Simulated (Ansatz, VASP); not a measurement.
**One calculation of I, two programs**

```
CELL_PARAMETERS angstrom
-2.07741 2.07741 2.07741
2.07741 -2.07741 2.07741
2.07741 2.07741 -2.07741
ATOMIC_POSITIONS crystal
I 0.00000 0.00000 0.00000
```

Alike in both runs: task single point; functional PBE; k mesh 14 × 14 × 14; occupations fermi-dirac, width 0.03 eV; non-collinear spin, spin-orbit coupling.

|  | VASP | Ansatz |
| --- | --- | --- |
| version | VASP 6.6.1 | Ansatz 0.2.0 |
| potentials or method | VASP PAW PBE potentials, release 64 (I), cutoff 520 eV | all-electron LAPW |

```tsv
	VASP	Ansatz	Ansatz less VASP
pressure (GPa)	0.7	0.8	+0.06
net moment per atom (μB)	0.00	0.00	0.000
```

Ansatz ran all-electron here, and VASP with PAW potentials.
